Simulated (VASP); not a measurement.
ZrO2:

```xyz
6
Lattice="3.5961 0.0000 0.0000 0.0000 3.5961 0.0000 0.0000 0.0000 5.0735" Properties=species:S:1:pos:R:3 pbc="T T T"
Zr    0.0000    0.0000    0.0000
Zr    1.7980    1.7980    2.5367
O     0.0000    1.7980    1.0207
O     0.0000    1.7980    3.5575
O     1.7980    0.0000    1.5160
O     1.7980    0.0000    4.0527
```

This cell differs from its parent crystal: z stretched by -2 %.

- Program: VASP 6.6.1
- Task: relaxation of the atoms
- Functional: PBE
- Potentials or basis: VASP PAW PBE potentials, release 64 (Zr_sv, O)
- Cutoff: 520 eV
- k mesh: 8 × 8 × 6
- Occupations: fermi-dirac, width 0.02 eV
- Spin: no spin polarisation

At the start: pressure 11.1 GPa; volume 10.93 Å³/atom.

Task: Where does the relaxation end?

Result: Over 4 steps the energy falls by 2.0 meV/atom at a fixed cell; space group P4_2/nmc (No. 137, to 0.1 Å) before and after.

The path:
| step | energy change (eV) | largest force (eV/Å) | pressure (GPa) |
| --- | --- | --- | --- |
| 1 | 0.0000 | 0.1692 | 11.07 |
| 2 | -0.0049 | 0.1283 | 10.69 |
| 3 | -0.0120 | 0.0219 | 9.61 |
| 4 | -0.0123 | 0.0026 | 9.40 |

Final structure:
```
Zr O
1.0
     3.59610    0.00000    0.00000
     0.00000    3.59610    0.00000
     0.00000    0.00000    5.07346
Zr O
2 4
Direct
  0.00000 0.00000 0.00000
  0.50000 0.50000 0.50000
  0.00000 0.50000 0.20862
  0.00000 0.50000 0.70862
  0.50000 0.00000 0.29138
  0.50000 0.00000 0.79138
```

Caveat: the cell differs from its parent crystal (z stretched by -2 %).
